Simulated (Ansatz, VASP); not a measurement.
**Two plane-wave programs on AgBr**

```xyz
6
Lattice="0.0000 2.9208 -2.9208 5.8416 0.0000 0.0000 -2.9208 -5.8416 -2.9208" Properties=species:S:1:pos:R:3 pbc="T T T"
Ag   -2.9208   -2.9208   -5.8416
Ag    0.0000   -2.9208   -2.9208
Ag    2.9208    0.0000   -2.9208
Br    2.9208    0.0000    0.0000
Br    2.9208   -2.9208   -2.9208
Br    0.0000    0.0000   -2.9208
```

Alike in both runs: functional PBE; k mesh 10 × 10 × 10; occupations gaussian, width 0.1 eV; no spin polarisation.

Ansatz relaxed the structure, and its values are those at the end. VASP's run is a single point on that final structure, the one shown.

```csv
,VASP,Ansatz
version,VASP 6.6.1,Ansatz 0.2.0
potentials or method,"VASP PAW PBE potentials, release 64 (Ag, Br), cutoff 500 eV","scalar-relativistic, plane waves, PAW"
valence electrons in the cell,54,78
```

|  | VASP | Ansatz | Ansatz less VASP |
| --- | --- | --- | --- |
| gap on the k mesh at the Fermi level (eV) | 0.69 | 0.69 | +0.001 |
| least direct gap on the mesh (eV) | 1.22 | 1.22 | +0.001 |
| pressure (GPa) | 0.0 | 0.0 | +0.03 |

The functional is the same, so the differences come from potentials, cutoffs and numerics. VASP's potentials hold 54 valence electrons a cell and Ansatz's 78, so a difference there can come from the potentials and not from the codes.
